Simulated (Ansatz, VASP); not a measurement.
## MgO in VASP and in Ansatz

```xyz
18
Lattice="2.9586 0.0000 0.0000 -1.4793 2.5622 0.0000 0.0000 0.0000 22.5483" Properties=species:S:1:pos:R:3 pbc="T T T"
Mg    0.0000    0.0000    0.0753
Mg    0.0000    1.7081    2.5899
Mg    1.4793    0.8541    5.0287
Mg    0.0000    0.0000    7.4675
Mg    0.0000    1.7081    9.9805
Mg    0.0000    0.0000   12.4933
Mg    1.4793    0.8541   15.0061
Mg    0.0000    0.0000   17.5188
Mg    0.0000    1.7081   20.0332
O     1.4793    0.8541    1.3740
O     0.0000    0.0000    3.8094
O     0.0000    1.7081    6.2480
O     1.4793    0.8541    8.6838
O     1.4793    0.8541   11.2771
O     0.0000    1.7081   13.7095
O     0.0000    1.7081   16.3026
O     1.4793    0.8541   18.7347
O     1.4793    0.8541   21.3284
```

Alike in both runs: functional PBEsol; k mesh 12 × 12 × 2; occupations gaussian, width 0.02 eV; no spin polarisation.

Ansatz relaxed the structure, and its values are those at the end. VASP's run is a single point on that final structure, the one shown.

|  | VASP | Ansatz |
| --- | --- | --- |
| version | VASP 6.6.1 | Ansatz 0.2.0 |
| potentials or method | VASP PAW PBE potentials, release 64 (Mg, O), cutoff 520 eV | scalar-relativistic, plane waves, PAW |
| valence electrons in the cell | 72 | 144 |

Ansatz gave:

| Quantity | Value |
| --- | --- |
| gap on the k mesh at the Fermi level (eV) | 3.75 |
| least direct gap on the mesh (eV) | 3.77 |
| pressure (GPa) | 0.0 |

Question: Estimate VASP's values.

Answer: gap on the k mesh at the Fermi level (eV): 3.75; least direct gap on the mesh (eV): 3.77; pressure (GPa): -0.5.

VASP's potentials were made for PBE, not for PBEsol. VASP's potentials hold 72 valence electrons a cell and Ansatz's 144, so a difference there can come from the potentials and not from the codes.
